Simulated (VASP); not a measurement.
Ga2O3, 5 atoms in the cell. It takes space group P-3m1 (No. 164, trigonal). The conventional cell has a = 2.991 Å, b = 2.991 Å, c = 6.846 Å, α = 90.00°, β = 90.00°, γ = 120.00°. Within 2.5 Å of Ga (site symmetry 3m) lie 6 O at 1.87 to 2.22 Å. O (site symmetry -3m) has 6 Ga at 2.22 Å and 6 O at 2.73 Å within 2.9 Å. Within 2.5 Å of O (site symmetry 3m) lie 3 Ga at 1.87 Å. 

* Program: VASP 6.6.1
* Task: single point
* Functional: r2SCAN
* Potentials or basis: VASP PAW PBE potentials, release 64 (Ga_d, O)
* Cutoff: 520 eV
* k mesh: 12 × 12 × 4
* Occupations: gaussian, width 0.01 eV
* Spin: no spin polarisation
* Dipole correction: no
* Further INCAR settings: ALGO = Normal; EDIFF = 1e-07; NBANDS = 30

Potentials or basis: VASP PAW PBE potentials, release 64 (Ga_d, O).

Launch:

```sh
$ cat potpaw_PBE.64/Ga_d/POTCAR potpaw_PBE.64/O/POTCAR > POTCAR
$ cp INCAR.step1 INCAR
$ mpirun -np 1 vasp_std > vasp.out
$ cp INCAR.step2 INCAR
$ mpirun -np 1 vasp_std > vasp.out
```

Hardware: 1 thread of AMD EPYC 7R13 Processor (Zen 3), with other jobs on the host.

Q: How long does it take, and how much memory?

A: Run time: 8.3 min on 1 thread of AMD EPYC 7R13 Processor (Zen 3), on a shared host, peak memory 0.21 GiB. Counts: k points 69.
